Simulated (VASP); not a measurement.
# Al2GaP3 (I-4m2) in VASP: further runs

Al2GaP3 is run at these levels: PBE; tasks: single point, relaxation of cell and atoms.

Everything below comes from runs of VASP 6.6.1. Logs are shortened: lines on timing, memory, paths and dates and some standing lists are left out, and cuts for length are marked.

**1. The cell of the first run**

Symmetry: I-4m2, No. 119, tetragonal system. Conventional cell: a = 3.895 Å, b = 3.895 Å, c = 16.514 Å, α = 90.00°, β = 90.00°, γ = 90.00°. Al (site symmetry 2mm) has 4 P at 2.38 Å within 3.1 Å. Ga (site symmetry -4m2) has 4 P at 2.39 Å within 3.2 Å. Within 3.1 Å of P (site symmetry 2mm) lie 2 Al at 2.38 Å and 2 Ga at 2.39 Å. P (site symmetry -4m2) has 4 Al at 2.38 Å within 3.1 Å.

**2. Single point, PBE**

The input, INCAR:

```
ALGO = Normal ; EDIFF = 1E-6
ENCUT = 520 ; GGA = PE
ISIF = 2 ; ISMEAR = 0
LASPH = T ; LCHARG = F
LREAL = F ; LWAVE = F
NBANDS = 26 ; NELM = 100
PREC = Accurate ; SIGMA = 0.02
```

The input, KPOINTS:

```
k-points
0
Gamma
  10 10 10
```

The input, POSCAR:

```
Al2GaP3
1.0
   -1.9475158892      1.9475158892      8.2571744073
    1.9475158892     -1.9475158892      8.2571744073
    1.9475158892      1.9475158892     -8.2571744073
Al Ga P
2 1 3
Direct
    0.6666774141      0.6666774141      0.0000000000
    0.3333225859      0.3333225859      0.0000000000
    0.0000000000      0.0000000000      0.0000000000
    0.4162950998      0.9162950998      0.5000000000
    0.0837049002      0.5837049002      0.5000000000
    0.7500000000      0.2500000000      0.5000000000
```

Potentials or basis: VASP PAW PBE potentials, release 64 (Al, Ga_d, P).

Started as:

```console
cat potpaw_PBE.64/Al/POTCAR potpaw_PBE.64/Ga_d/POTCAR potpaw_PBE.64/P/POTCAR > POTCAR
mpirun -np 1 vasp_std > vasp.out
```

OUTCAR:

```text
EDIFF = 1E-6
   ENCUT = 520
   GGA = PE
   ISIF = 2
   ISMEAR = 0
   LASPH = T
   LREAL = F
   NELM = 100
   PREC = Accurate

 ion  position               nearest neighbor table
   1  0.667  0.667  0.000-   5 2.38   5 2.38   6 2.38   6 2.38
   2  0.333  0.333  0.000-   4 2.38   4 2.38   6 2.38   6 2.38
   3  0.000  0.000  0.000-   5 2.39   4 2.39   5 2.39   4 2.39
   4  0.416  0.916  0.500-   2 2.38   2 2.38   3 2.39   3 2.39
   5  0.084  0.584  0.500-   1 2.38   1 2.38   3 2.39   3 2.39
   6  0.750  0.250  0.500-   2 2.38   1 2.38   2 2.38   1 2.38

  LATTYP: Found a body centered tetragonal cell.
 ALAT       =     3.8950317784
 C/A-ratio  =     4.2398495710

  Lattice vectors:

 A1 = (  -1.9475158892,   1.9475158892,   8.2571744073)
 A2 = (   1.9475158892,  -1.9475158892,   8.2571744073)
 A3 = (   1.9475158892,   1.9475158892,  -8.2571744073)

Analysis of symmetry for initial positions (statically):
=====================================================================
 Subroutine PRICEL returns:
 Original cell was already a primitive cell.

 Routine SETGRP: Setting up the symmetry group for a
 body centered tetragonal supercell.

 Subroutine GETGRP returns: Found  8 space group operations
 (whereof  8 operations were pure point group operations)
 out of a pool of 16 trial point group operations.

The static configuration has the point symmetry D_2d.

Analysis of symmetry for dynamics (positions and initial velocities):
=====================================================================
 Subroutine PRICEL returns:
 Original cell was already a primitive cell.

 Routine SETGRP: Setting up the symmetry group for a
 body centered tetragonal supercell.

 Subroutine GETGRP returns: Found  8 space group operations
 (whereof  8 operations were pure point group operations)
 out of a pool of 16 trial point group operations.

The dynamic configuration has the point symmetry D_2d.

 Subroutine INISYM returns: Found  8 space group operations
 (whereof  8 operations are pure point group operations),
 and found     1 'primitive' translations

----------------------------------------------------------------------------------------

                                     Primitive cell

  volume of cell :     125.2718
[... 96 lines left out ...]
   NELM   =    100;   NELMIN=  2; NELMDL= -5     # of ELM steps
   EDIFF  = 0.1E-05   stopping-criterion for ELM
   LREAL  =      F    real-space projection
   EDIFFG = 0.1E-04   stopping-criterion for IOM
   NSW    =      0    number of steps for IOM
   IBRION =     -1    ionic relax: 0-MD 1-quasi-New 2-CG
   NFREE  =      0    steps in history (QN), initial steepest desc. (CG)
   ISIF   =      2    stress and relaxation
   ISYM   =      2    0-nonsym 1-usesym 2-fastsym
   POTIM  = 0.5000    time-step for ionic-motion
   TEBEG  =    0.0;   TEEND  =   0.0 temperature during run
   PSTRESS=    0.0 pullay stress
   NELECT =      34.0000    total number of electrons
   NUPDOWN=      -1.0000    fix difference up-down
   EMIN   =  10.00;   EMAX   =-10.00  energy-range for DOS
   EFERMI =   0.00;   METHOD = LEGACY
   ISMEAR =     0;   SIGMA  =   0.02  broadening in eV -4-tet -1-fermi 0-gaus
   EFERMI_NEDOS =   21; number of points for ismear=-14 and -15
   IALGO  =     38    algorithm
   IMIX   =      4    mixing-type and parameters
     AMIX     =   0.40;   BMIX     =  1.00
     AMIX_MAG =   1.60;   BMIX_MAG =  1.00
  volume/ion in A,a.u.               =      20.88       140.90
  Fermi-wavevector in a.u.,A,eV,Ry     =   1.059945  2.003006 15.285919  1.123483
  Thomas-Fermi vector in A             =   2.195308
   LORBIT       =      0    0 simple, 1 ext, 2 COOP (PROOUT), +10 PAW based schemes
   GGA     = PE    functional components
   LHFCALC =     F    Hartree Fock is set to
   AEXX    =    0.0000 exact exchange contribution
   IVDW    =     0    specifies the selected vdW correction
   LEPSILON=     F    determine dielectric tensor
   LRPA    =     F    only Hartree local field effects (RPA)
 non-spin polarized calculation
 Gauss-broadening in eV      SIGMA  =   0.02
  energy-cutoff  :      520.00
  volume of cell :      125.27
 maximum number of plane-waves:      3410
 NGX is ok and might be reduce to    70
   NGX = 33   NGY = 33   NGZ = 33

 number of electron      34.0000001 magnetization

 Free energy of the ion-electron system (eV)
  ---------------------------------------------------
  ext. energy  EPLUGINS =         0.00000000
  ---------------------------------------------------
  free energy    TOTEN  =       -29.87046910 eV

  energy without entropy =      -29.87046910  energy(sigma->0) =      -29.87046910

 E-fermi :   4.4393     XC(G=0):  -9.3039

 val. band max:        4.3443641812   @ k =   0.0000   0.0000   0.0000
 cond. band min:       5.9856669890   @ k =   0.5000   0.5000  -0.0000
 fundamental gap:      1.6413028078
 Fermi energy:         4.4392823709

 k-point     1 :       0.0000    0.0000    0.0000
  band No.  band energies     occupation
      1      -9.9345      2.00000
      2      -9.8534      2.00000
      3      -9.8534      2.00000
      4      -9.8074      2.00000
      5      -9.7818      2.00000
      6      -7.3347      2.00000
[... 685 lines left out ...]
     25      10.8570      0.00000
     26      11.5753      0.00000

 [... further k-points ...]

------------------------ aborting loop because EDIFF is reached ----------------------------------------

  FORCE on cell =-STRESS in cart. coord.  units (eV):
  Direction    XX          YY          ZZ          XY          YZ          ZX
  --------------------------------------------------------------------------------------
  -------------------------------------------------------------------------------------
  Total       -0.0348831     -0.0348831     -0.0450477      0.0000000      0.0000000      0.0000000
  in kB       -0.4461409     -0.4461409     -0.5761427      0.0000000      0.0000000      0.0000000
  external PRESSURE =      -0.4894748 kB  Pullay stress =       0.0000000 kB

 VOLUME and BASIS-vectors are now :
 -----------------------------------------------------------------------------
  energy-cutoff  :      520.00
  volume of cell :      125.27
      direct lattice vectors                 reciprocal lattice vectors
    -1.947515889  1.947515889  8.257174407     0.000000000  0.256737315  0.060553402
     1.947515889 -1.947515889  8.257174407     0.256737315  0.000000000  0.060553402
     1.947515889  1.947515889 -8.257174407     0.256737315  0.256737315  0.000000000

 POSITION                                       TOTAL-FORCE (eV/Angst)
 -----------------------------------------------------------------------------------
      0.00000      0.00000     11.00974        -0.000000      0.000000      0.000544
      0.00000      0.00000      5.50461        -0.000000      0.000000     -0.000544
      0.00000      0.00000      0.00000         0.000000     -0.000000     -0.000000
      1.94752      0.00000      6.87484        -0.000000     -0.000000     -0.005265
      1.94752     -0.00000      1.38233         0.000000     -0.000000      0.005265
      0.00000      1.94752      4.12859         0.000000     -0.000000     -0.000000
 -----------------------------------------------------------------------------------
    total drift:                               -0.000001      0.000001      0.000000

  FREE ENERGIE OF THE ION-ELECTRON SYSTEM (eV)
  ---------------------------------------------------
  free  energy   TOTEN  =       -29.8704691009 eV

  energy  without entropy=      -29.8704691009  energy(sigma->0) =      -29.87046910
```

OSZICAR:

```text
N       E                     dE             d eps       ncg     rms          rms(c)
DAV:   1     0.188158332367E+03    0.18816E+03   -0.14439E+04  5532   0.137E+03
DAV:   2    -0.567087338972E+01   -0.19383E+03   -0.17908E+03  5782   0.313E+02
DAV:   3    -0.298679707171E+02   -0.24197E+02   -0.23672E+02  6678   0.951E+01
DAV:   4    -0.307976262313E+02   -0.92966E+00   -0.92410E+00  6744   0.189E+01
DAV:   5    -0.308284900258E+02   -0.30864E-01   -0.30832E-01  7614   0.330E+00    0.751E+00
DAV:   6    -0.299657953771E+02    0.86269E+00   -0.14329E+00  7700   0.115E+01    0.478E+00
DAV:   7    -0.298702954262E+02    0.95500E-01   -0.70221E-01  6546   0.346E+00    0.198E+00
DAV:   8    -0.298693010841E+02    0.99434E-03   -0.67398E-02  6946   0.244E+00    0.345E-01
DAV:   9    -0.298700304751E+02   -0.72939E-03   -0.62826E-03  7202   0.105E+00    0.141E-01
DAV:  10    -0.298702183970E+02   -0.18792E-03   -0.58047E-04  6612   0.151E-01    0.775E-02
DAV:  11    -0.298704676821E+02   -0.24929E-03   -0.40579E-04  6114   0.133E-01    0.233E-02
DAV:  12    -0.298704647074E+02    0.29747E-05   -0.25593E-05  6652   0.365E-02    0.191E-02
DAV:  13    -0.298704682329E+02   -0.35255E-05   -0.44603E-06  6364   0.102E-02    0.980E-03
DAV:  14    -0.298704691009E+02   -0.86798E-06   -0.13093E-06  4984   0.672E-03
   1 F= -.29870469E+02 E0= -.29870469E+02  d E =-.372888E-14
```

stdout:

```text
POSCAR found type information on POSCAR AlGaP
 POSCAR found :  3 types and       6 ions
 scaLAPACK will be used
 LDA part: xc-table for (Slater+PW92), standard interpolation
 POSCAR, INCAR and KPOINTS ok, starting setup
 FFT: planning ... GRIDC
 FFT: planning ... GRID_SOFT
 FFT: planning ... GRID
 WAVECAR not read
 entering main loop
```

Wall time 15 min (1 thread of Intel Xeon 6975P-C (Granite Rapids), shared host); peak memory 0.86 GiB.

Results:

| Quantity | Value |
| --- | --- |
| Free energy | -29.8705 eV |
| Pressure | 0.0 GPa |
| Largest force | 0.005 eV/Å |
| Band gap on the k mesh | 1.64 eV (least direct gap 1.84 eV) |

Forces in eV/Å, atoms in the order of the input:
```
Al   0.000  0.000  0.001
Al   0.000  0.000 -0.001
Ga   0.000  0.000  0.000
P    0.000  0.000 -0.005
P    0.000  0.000  0.005
P    0.000  0.000  0.000
```

Levels at points of the mesh, in eV from the valence-band top:
| k point | band 15 | band 16 | band 17 | band 18 | band 19 | band 20 |
| --- | --- | --- | --- | --- | --- | --- |
| (0.00, 0.00, 0.00) | -0.02 | 0.00 | 0.00 | 1.84 | 2.28 | 2.56 |
| (0.50, 0.00, 0.00) | -0.92 | -0.85 | -0.82 | 2.23 | 3.42 | 3.53 |
| (0.50, 0.50, 0.00) | -2.75 | -2.22 | -2.22 | 1.64 | 2.19 | 3.24 |
| (0.50, 0.50, 0.50) | -0.91 | -0.69 | -0.69 | 1.66 | 2.19 | 3.22 |

A k mesh can miss the band edges.

(Part 1 of 2 ends here.)
